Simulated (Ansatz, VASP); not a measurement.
HgTe in VASP and in Ansatz

Contents of INCAR:

```
SYSTEM = HgTe
  PREC = Accurate
  ENCUT = 500
  EDIFF = 1E-6
  ISMEAR = 0
  SIGMA = 0.1
  LREAL = .False.
  LASPH = .True.
  NELM = 120
  ALGO = Normal
  ISIF = 2
  LWAVE = .False.
  LCHARG = .True.
  GGA = PE
  LELF = .True.
  LVHAR = .True.
  NBANDS = 16
  GGA_COMPAT = .False.
```

File KPOINTS:

```
regular mesh
0
Gamma
  6 6 6
  0 0 0
```

File POSCAR:

```
HgTe
1.0
    0.0000000000      3.2235000000      3.2235000000
    3.2235000000      0.0000000000      3.2235000000
    3.2235000000      3.2235000000      0.0000000000
Hg Te
1 1
Direct
    0.0000000000      0.0000000000      0.0000000000
    0.7500000000      0.7500000000      0.7500000000
```

Input for Ansatz:

```yaml
crystal:
  lattice:
    - [0.0, 3.2235, 3.2235]
    - [3.2235, 0.0, 3.2235]
    - [3.2235, 3.2235, 0.0]
  atoms:
    - { symbol: Hg, position: [0.0, 0.0, 0.0] }
    - { symbol: Te, position: [0.75, 0.75, 0.75] }
basis:
  ecutwfc: 420
kpoints:
  mp_grid: { grid: [6, 6, 6] }
hamiltonian:
  xc: pbe
scf:
  occupations: { method: gaussian, width: 0.1 }
output:
  forces: true
  stress: true
  eigenvalues: true
```

Alike in both runs: task single point; functional PBE; k mesh 6 × 6 × 6; occupations gaussian, width 0.1 eV; no spin polarisation.

|  | VASP | Ansatz |
| --- | --- | --- |
| version | VASP 6.6.1 | Ansatz 0.2.0 |
| potentials or method | VASP PAW PBE potentials, release 64 (Hg, Te), cutoff 500 eV | scalar-relativistic, plane waves, PAW |
| valence electrons in the cell | 18 | 36 |

Ansatz gave:

| Quantity | Value |
| --- | --- |
| gap on the k mesh at the Fermi level (eV) | none |
| pressure (GPa) | 4.1 |

Which values does VASP return?

gap on the k mesh at the Fermi level (eV): none; pressure (GPa): 4.2.

A gap of «none» marks a metal or a gap that the smearing closes. With one functional, cell and mesh, what is left measures potentials, basis and numerics. VASP's potentials hold 18 valence electrons a cell and Ansatz's 36, so a difference there can come from the potentials and not from the codes.

Neither program's run includes spin-orbit coupling.
